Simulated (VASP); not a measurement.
A run of VASP 6.6.1:

INCAR

```
PREC = Accurate
ENCUT = 600
EDIFF = 1E-7
ISMEAR = -1
SIGMA = 0.1
LREAL = F
LASPH = T
NELM = 120
ALGO = Normal
ISIF = 3
LWAVE = F
LCHARG = F
GGA = PE
IBRION = 2
NSW = 80
EDIFFG = -0.01
GGA_COMPAT = F
NELMIN = 4
```

KPOINTS

```
regular mesh
0
Gamma
  13 13 13
```

POSCAR

```
TaC
1.0
    0.0000000000      2.2230000000      2.2230000000
    2.2230000000      0.0000000000      2.2230000000
    2.2230000000      2.2230000000      0.0000000000
Ta C
1 1
Direct
    0.0000000000      0.0000000000      0.0000000000
    0.5000000000      0.5000000000      0.5000000000
```

Potentials or basis: VASP PAW PBE potentials, release 64 (Ta_pv, C).

The run is started by

```sh
$ cat potpaw_PBE.64/Ta_pv/POTCAR potpaw_PBE.64/C/POTCAR > POTCAR
$ mpirun -np 1 vasp_std > vasp.out
```

Hardware: 1 thread of Intel Xeon 8259CL, on a shared host.

Estimate the wall time of this run.

Run time: 71 s on 1 thread of Intel Xeon 8259CL (shared host), peak memory 0.18 GiB. Counts: scf iterations 31, k points 84, ion steps 3.
